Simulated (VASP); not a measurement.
# SiO2 (Pbcn) in VASP: relaxation of cell and atoms with r2SCAN

Aim: the relaxation of cell and atoms of SiO2 with r2SCAN.

Program: VASP 6.6.1. These are calculated values, not measurements. Logs are shortened: lines on timing, memory, paths and dates and some standing lists are left out, and cuts for length are marked.

## 1. The cell of the first run

It takes space group Pbcn (No. 60, orthorhombic). The conventional cell has a = 4.114 Å, b = 5.081 Å, c = 4.527 Å, α = 90.00°, β = 90.00°, γ = 90.00°. Within 2.4 Å of Si (site symmetry 2) lie 6 O at 1.78 to 1.84 Å. O (site symmetry 1) has 3 Si at 1.78 to 1.84 Å and 12 O at 2.36 to 2.70 Å within 2.7 Å.

## 2. Relaxation of cell and atoms, r2SCAN

POSCAR

```
SiO2
1.0
    4.1141230000      0.0000000000      0.0000000000
    0.0000000000      5.0812480000      0.0000000000
    0.0000000000      0.0000000000      4.5271630000
Si O
4 8
Direct
    0.5000000000      0.3476890000      0.7500000000
    0.0000000000      0.1523110000      0.2500000000
    0.5000000000      0.6523110000      0.2500000000
    0.0000000000      0.8476890000      0.7500000000
    0.2691010000      0.6175780000      0.5799690000
    0.7691010000      0.8824220000      0.4200310000
    0.2308990000      0.8824220000      0.0799690000
    0.7308990000      0.6175780000      0.9200310000
    0.2691010000      0.3824220000      0.0799690000
    0.7691010000      0.1175780000      0.9200310000
    0.2308990000      0.1175780000      0.5799690000
    0.7308990000      0.3824220000      0.4200310000
```

INCAR.step1

```
SYSTEM = SiO2
PREC = Accurate
ENCUT = 600
ISMEAR = 0
SIGMA = 0.1
LREAL = .FALSE.
LASPH = .TRUE.
NELM = 100
GGA = PE
ALGO = Normal
EDIFF = 1E-4
LWAVE = .TRUE.
LCHARG = .FALSE.
```

INCAR.step2

```
SYSTEM = SiO2
PREC = Accurate
ENCUT = 600
EDIFF = 1E-6
ISMEAR = 0
SIGMA = 0.1
LREAL = .FALSE.
LASPH = .TRUE.
NELM = 100
ALGO = Normal
ISIF = 3
LWAVE = .FALSE.
LCHARG = .FALSE.
METAGGA = R2SCAN
LMIXTAU = .TRUE.
IBRION = 2
NSW = 100
EDIFFG = -0.05
ISTART = 1
```

KPOINTS

```
Automatic mesh
0
G
  6 4 4
  0 0 0
```

Potentials or basis: VASP PAW PBE potentials, release 64 (Si, O).

On the command line:

```sh
$ cat potpaw_PBE.64/Si/POTCAR potpaw_PBE.64/O/POTCAR > POTCAR
$ cp INCAR.step1 INCAR
$ mpirun -np 1 vasp_std > vasp.out
$ cp INCAR.step2 INCAR
$ mpirun -np 1 vasp_std > vasp.out
```

OUTCAR:

```text
SYSTEM = SiO2
   PREC = Accurate
   ENCUT = 600
   EDIFF = 1E-6
   ISMEAR = 0
   LREAL = .FALSE.
   LASPH = .TRUE.
   NELM = 100
   ISIF = 3
   METAGGA = R2SCAN
   IBRION = 2
   NSW = 100
   EDIFFG = -0.05
   ISTART = 1

 ion  position               nearest neighbor table
   1  0.500  0.348  0.750-   9 1.78  12 1.78  11 1.78  10 1.78   5 1.84   8 1.84   3 2.74   3 2.74

   2  0.000  0.152  0.250-  10 1.78  11 1.78   9 1.78  12 1.78   6 1.84   7 1.84   4 2.74   4 2.74

   3  0.500  0.652  0.250-   5 1.78   8 1.78   7 1.78   6 1.78   9 1.84  12 1.84   1 2.74   1 2.74

   4  0.000  0.848  0.750-   6 1.78   7 1.78   5 1.78   8 1.78  10 1.84  11 1.84   2 2.74   2 2.74

   5  0.269  0.618  0.580-   3 1.78   4 1.78   1 1.84
   6  0.769  0.882  0.420-   4 1.78   3 1.78   2 1.84
   7  0.231  0.882  0.080-   4 1.78   3 1.78   2 1.84
   8  0.731  0.618  0.920-   3 1.78   4 1.78   1 1.84
   9  0.269  0.382  0.080-   1 1.78   2 1.78   3 1.84
  10  0.769  0.118  0.920-   2 1.78   1 1.78   4 1.84
  11  0.231  0.118  0.580-   2 1.78   1 1.78   4 1.84
  12  0.731  0.382  0.420-   1 1.78   2 1.78   3 1.84

  LATTYP: Found a simple orthorhombic cell.
 ALAT       =     4.1141230000
 B/A-ratio  =     1.1003956372
 C/A-ratio  =     1.2350744010

  Lattice vectors:

 A1 = (  -4.1141230000,   0.0000000000,   0.0000000000)
 A2 = (   0.0000000000,   0.0000000000,   4.5271630000)
 A3 = (   0.0000000000,   5.0812480000,   0.0000000000)

Analysis of symmetry for initial positions (statically):
=====================================================================
 Subroutine PRICEL returns:
 Original cell was already a primitive cell.

 Routine SETGRP: Setting up the symmetry group for a
 simple orthorhombic supercell.

 Subroutine GETGRP returns: Found  8 space group operations
 (whereof  2 operations were pure point group operations)
 out of a pool of  8 trial point group operations.

The static configuration has the point symmetry S_2 .
 The point group associated with its full space group is D_2h.

Analysis of symmetry for dynamics (positions and initial velocities):
=====================================================================
 Subroutine PRICEL returns:
 Original cell was already a primitive cell.

 Routine SETGRP: Setting up the symmetry group for a
 simple orthorhombic supercell.

 Subroutine GETGRP returns: Found  8 space group operations
 (whereof  2 operations were pure point group operations)
 out of a pool of  8 trial point group operations.

The dynamic configuration has the point symmetry S_2 .
 The point group associated with its full space group is D_2h.

 Subroutine INISYM returns: Found  8 space group operations
 (whereof  2 operations are pure point group operations),
 and found     1 'primitive' translations

----------------------------------------------------------------------------------------

                                     Primitive cell

  volume of cell :      94.6398

  direct lattice vectors                    reciprocal lattice vectors
     4.114123000  0.000000000  0.000000000     0.243065168  0.000000000  0.000000000
     0.000000000  5.081248000  0.000000000     0.000000000  0.196802045  0.000000000
     0.000000000  0.000000000  4.527163000     0.000000000  0.000000000  0.220888888

  length of vectors
     4.114123000  5.081248000  4.527163000     0.243065168  0.196802045  0.220888888

  position of ions in fractional coordinates (direct lattice)
     0.500000000  0.347689000  0.750000000
     0.000000000  0.152311000  0.250000000
     0.500000000  0.652311000  0.250000000
     0.000000000  0.847689000  0.750000000
     0.269101000  0.617578000  0.579969000
     0.769101000  0.882422000  0.420031000
     0.230899000  0.882422000  0.079969000
     0.730899000  0.617578000  0.920031000
     0.269101000  0.382422000  0.079969000
     0.769101000  0.117578000  0.920031000
     0.230899000  0.117578000  0.579969000
     0.730899000  0.382422000  0.420031000

  ion indices of the primitive-cell ions
   primitive index   ion index
                 1           1
                 2           2
                 3           3
                 4           4
                 5           5
                 6           6
                 7           7
                 8           8
                 9           9
                10          10
                11          11
                12          12

----------------------------------------------------------------------------------------

 KPOINTS: Automatic mesh

Automatic generation of k-mesh.
 Grid dimensions read from file:
 generate k-points for:    6    4    4

 Generating k-lattice:

  Cartesian coordinates                     Fractional coordinates (reciprocal lattice)
     0.040510861  0.000000000  0.000000000     0.166666667  0.000000000  0.000000000
     0.000000000  0.049200511  0.000000000     0.000000000  0.250000000  0.000000000
     0.000000000  0.000000000  0.055222222     0.000000000  0.000000000  0.250000000

  Length of vectors
     0.040510861  0.049200511  0.055222222

  Shift w.r.t. Gamma in fractional coordinates (k-lattice)
     0.000000000  0.000000000  0.000000000

 Subroutine IBZKPT returns following result:
 ===========================================

 Found     36 irreducible k-points:

 Following reciprocal coordinates:
            Coordinates               Weight
  0.000000  0.000000  0.000000      1.000000
  0.166667  0.000000  0.000000      2.000000
  0.333333  0.000000  0.000000      2.000000
  0.500000  0.000000  0.000000      1.000000
  0.000000  0.250000  0.000000      2.000000
  0.166667  0.250000  0.000000      4.000000
[... 16 lines left out ...]
  0.333333  0.500000  0.250000      4.000000
  0.500000  0.500000  0.250000      2.000000
 [... further k-points ...]
   k-points           NKPTS =     36   k-points in BZ     NKDIM =     36   number of bands    NBANDS=     39
   number of dos      NEDOS =    301   number of ions     NIONS =     12
   total plane-waves  NPLWV =  54432
   dimension x,y,z NGX =    36 NGY =   42 NGZ =   36
   dimension x,y,z NGXF=    72 NGYF=   84 NGZF=   72
   ions per type =               4   8
   NGX,Y,Z   is equivalent  to a cutoff of  14.55, 13.74, 13.22 a.u.
   NGXF,Y,Z  is equivalent  to a cutoff of  29.09, 27.48, 26.44 a.u.
 SYSTEM =  SiO2
   PREC   = accura    normal or accurate (medium, high low for compatibility)
   ISTART =      1    job   : 0-new  1-cont  2-samecut
   ICHARG =      0    charge: 1-file 2-atom 10-const
   ISPIN  =      1    spin polarized calculation?
   LNONCOLLINEAR =      F non collinear calculations
   LSORBIT =      F    spin-orbit coupling
   LASPH  =      T    aspherical Exc in radial PAW
   ENCUT  =  600.0 eV  44.10 Ry    6.64 a.u.   8.22 10.15  9.04*2*pi/ulx,y,z
   NELM   =    100;   NELMIN=  2; NELMDL=  0     # of ELM steps
   EDIFF  = 0.1E-05   stopping-criterion for ELM
   LREAL  =      F    real-space projection
   EDIFFG = -.5E-01   stopping-criterion for IOM
   NSW    =    100    number of steps for IOM
   IBRION =      2    ionic relax: 0-MD 1-quasi-New 2-CG
   NFREE  =      1    steps in history (QN), initial steepest desc. (CG)
   ISIF   =      3    stress and relaxation
   ISYM   =      2    0-nonsym 1-usesym 2-fastsym
   POTIM  = 0.5000    time-step for ionic-motion
   TEBEG  =    0.0;   TEEND  =   0.0 temperature during run
   PSTRESS=    0.0 pullay stress
   NELECT =      64.0000    total number of electrons
   NUPDOWN=      -1.0000    fix difference up-down
   EMIN   =  10.00;   EMAX   =-10.00  energy-range for DOS
   EFERMI =   0.00;   METHOD = LEGACY
   ISMEAR =     0;   SIGMA  =   0.10  broadening in eV -4-tet -1-fermi 0-gaus
   EFERMI_NEDOS =   21; number of points for ismear=-14 and -15
   IALGO  =     38    algorithm
   IMIX   =      4    mixing-type and parameters
     AMIX     =   0.40;   BMIX     =  1.00
     AMIX_MAG =   1.60;   BMIX_MAG =  1.00
  volume/ion in A,a.u.               =       7.89        53.22
  Fermi-wavevector in a.u.,A,eV,Ry     =   1.436956  2.715454 28.093900  2.064843
  Thomas-Fermi vector in A             =   2.556087
   LORBIT       =      0    0 simple, 1 ext, 2 COOP (PROOUT), +10 PAW based schemes
   METAGGA = R2SCAN    functional components
   LHFCALC =     F    Hartree Fock is set to
   AEXX    =    0.0000 exact exchange contribution
   IVDW    =     0    specifies the selected vdW correction
   LEPSILON=     F    determine dielectric tensor
   LRPA    =     F    only Hartree local field effects (RPA)
 conjugate gradient relaxation of ions
 non-spin polarized calculation
 Gauss-broadening in eV      SIGMA  =   0.10
  energy-cutoff  :      600.00
  volume of cell :       94.64
 maximum number of plane-waves:      3192
 NGX is ok and might be reduce to    36
   NGX = 17   NGY = 21   NGZ = 19

--------------------------------------- Ionic step        1  -------------------------------------------

 number of electron      64.0000001 magnetization

 Free energy of the ion-electron system (eV)
  ---------------------------------------------------
  ext. energy  EPLUGINS =         0.00000000
  ---------------------------------------------------
  free energy    TOTEN  =      -116.83754769 eV

  energy without entropy =     -116.83754769  energy(sigma->0) =     -116.83754769

------------------------ aborting loop because EDIFF is reached ----------------------------------------

  FORCE on cell =-STRESS in cart. coord.  units (eV):
  Direction    XX          YY          ZZ          XY          YZ          ZX
  --------------------------------------------------------------------------------------
  -------------------------------------------------------------------------------------
  Total       -5.6692136     -5.6252416     -5.9420961      0.0000000      0.0000000     -0.0000000
  in kB      -95.9753286    -95.2309176   -100.5950152      0.0000000      0.0000000     -0.0000000
  external PRESSURE =     -97.2670871 kB  Pullay stress =       0.0000000 kB
[... 215 lines left out ...]
  energy  without entropy=     -116.9261255895  energy(sigma->0) =     -116.92612559

--------------------------------------- Ionic step        6  -------------------------------------------

 number of electron      64.0000011 magnetization

 Free energy of the ion-electron system (eV)
  ---------------------------------------------------
  ext. energy  EPLUGINS =         0.00000000
  ---------------------------------------------------
  free energy    TOTEN  =      -116.92662045 eV

  energy without entropy =     -116.92662045  energy(sigma->0) =     -116.92662045

 E-fermi :   8.1126     XC(G=0): -13.0112

 val. band max:        7.6547260277   @ k =   0.0000   0.0000   0.0000
 cond. band min:      14.4186893087   @ k =   0.0000   0.0000   0.0000
 fundamental gap:      6.7639632810
 Fermi energy:         8.1126378069

 k-point     1 :       0.0000    0.0000    0.0000
  band No.  band energies     occupation
      1     -15.4710      2.00000
      2     -12.6727      2.00000
      3     -12.4574      2.00000
      4     -12.1627      2.00000
      5     -11.8836      2.00000
      6     -11.1884      2.00000
[... 997 lines left out ...]
     38      19.3181      0.00000
     39      20.7865      0.00000

 [... further k-points ...]

------------------------ aborting loop because EDIFF is reached ----------------------------------------

  FORCE on cell =-STRESS in cart. coord.  units (eV):
  Direction    XX          YY          ZZ          XY          YZ          ZX
  --------------------------------------------------------------------------------------
  -------------------------------------------------------------------------------------
  Total       -0.0640818      0.0887080      0.1567796      0.0000000      0.0000000     -0.0000000
  in kB       -1.1187727      1.5487105      2.7371392      0.0000000      0.0000000     -0.0000000
  external PRESSURE =       1.0556923 kB  Pullay stress =       0.0000000 kB
[... 27 lines left out ...]
  FREE ENERGIE OF THE ION-ELECTRON SYSTEM (eV)
  ---------------------------------------------------
  free  energy   TOTEN  =      -116.9266204477 eV

  energy  without entropy=     -116.9266204477  energy(sigma->0) =     -116.92662045

 reached required accuracy - stopping structural energy minimisation
```

It took 76 min on 1 thread of Oxide Virtual Turin-like, shared host; peak memory 0.27 GiB.

Results:

```
Free energy                           : -116.9266 eV
Relaxed volume                        : 7.65 Å³/atom
Relaxed cell                          : a = 4.072 Å, b = 5.028 Å, c = 4.482 Å, α = 90.00°, β = 90.00°, γ = 90.00°
Space group after relaxing (to 0.1 Å) : Pbcn (No. 60)
Energy gained by relaxing             : 7.4 meV/atom
Ionic steps                           : 6
Pressure after relaxing               : 0.1 GPa
Largest force after relaxing          : 0.021 eV/Å
Band gap on the k mesh                : 6.76 eV
```

Forces on the atoms (eV/Å):
```
Si   0.000  0.013  0.000
Si   0.000 -0.013  0.000
Si   0.000 -0.013  0.000
Si   0.000  0.013  0.000
O    0.000 -0.014  0.016
O    0.000  0.014 -0.016
O    0.000  0.014  0.016
O    0.000 -0.014 -0.016
O    0.000  0.014  0.016
O    0.000 -0.014 -0.016
O    0.000 -0.014  0.016
O    0.000  0.014 -0.016
```

Stress tensor (GPa, compression positive):
```
-0.11  0.00  0.00
 0.00  0.15  0.00
 0.00  0.00  0.27
```

Step by step:
```
step  energy change (eV)  largest force (eV/Å)  pressure (GPa)  volume (Å³)
   1              0.0000                0.1064           -9.73        94.64
   2              0.0842                0.3956           15.26        88.23
   3             -0.0874                0.1114           -0.18        91.90
   4             -0.0874                0.1149            0.03        91.85
   5             -0.0886                0.0678            0.15        91.73
   6             -0.0891                0.0211            0.11        91.77
```

Final structure:
```yaml
crystal:
  lattice:
    - [4.07246, 0.00000, 0.00000]
    - [0.00000, 5.02777, 0.00000]
    - [0.00000, 0.00000, 4.48199]
  atoms:
    - { symbol: Si, position: [0.50000, 0.34755, 0.75000] }
    - { symbol: Si, position: [0.00000, 0.15245, 0.25000] }
    - { symbol: Si, position: [0.50000, 0.65245, 0.25000] }
    - { symbol: Si, position: [0.00000, 0.84755, 0.75000] }
    - { symbol: O, position: [0.26893, 0.61802, 0.58032] }
    - { symbol: O, position: [0.76893, 0.88198, 0.41968] }
    - { symbol: O, position: [0.23107, 0.88198, 0.08032] }
    - { symbol: O, position: [0.73107, 0.61802, 0.91968] }
    - { symbol: O, position: [0.26893, 0.38198, 0.08032] }
    - { symbol: O, position: [0.76893, 0.11802, 0.91968] }
    - { symbol: O, position: [0.23107, 0.11802, 0.58032] }
    - { symbol: O, position: [0.73107, 0.38198, 0.41968] }
```

Caveat: the PAW data sets were made with another functional, which shifts forces and pressure a little; the relaxation stopped at a loose force limit of 0.05 eV/Å, so its end isn't a converged minimum.
